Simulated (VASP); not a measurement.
Write the native input for VASP 6.6.1 that does the following.

```yaml
Task: single point
Functional: PBE
Potentials_or_basis: VASP PAW PBE potentials, release 64 (Ir)
Cutoff: 520 eV
k_mesh: 18 × 18 × 10
Occupations: gaussian, width 0.15 eV
Spin: no spin polarisation
Dipole_correction: no
Further_INCAR_settings: ALGO = Normal; EDIFF = 1e-07; NBANDS = 16
```

The structure of Ir lies in POSCAR:

```
Ir
1.0
    2.8302000000      0.0000000000      0.0000000000
   -1.4151000000      2.4510250978      0.0000000000
    0.0000000000      0.0000000000      4.0967000000
Ir
2
Direct
    0.6666666667      0.3333333333      0.7500000000
    0.3333333333      0.6666666667      0.2500000000
```

This isn't the form of Ir at room conditions, which is fcc.

One way to write it, as run:

INCAR

```
SYSTEM = Ir
  PREC = Accurate
  ENCUT = 520
  EDIFF = 1E-7
  ISMEAR = 0
  SIGMA = 0.15
  LREAL = .False.
  LASPH = .True.
  NELM = 100
  ALGO = Normal
  ISIF = 2
  LWAVE = .False.
  LCHARG = .False.
  GGA = PE
  NBANDS = 16
```

KPOINTS

```
regular mesh
0
Gamma
  18 18 10
  0 0 0
```

Potentials or basis: VASP PAW PBE potentials, release 64 (Ir).

Launch:

```console
$ cat potpaw_PBE.64/Ir/POTCAR > POTCAR
$ mpirun -np 1 vasp_std > vasp.out
```

Results of the run:

```yaml
Pressure: 15.7 GPa
Band_gap_on_the_k_mesh: zero (bands 9 and 10 overlap by 2.75 eV)
```

Caveat: the stress differs along the axes, from 4 to 40 GPa; spin-orbit coupling is left out, which moves the levels of the heavy elements.

Wall time 120 s on 1 thread of Intel Xeon 8259CL, on a shared host, peak memory 0.21 GiB.
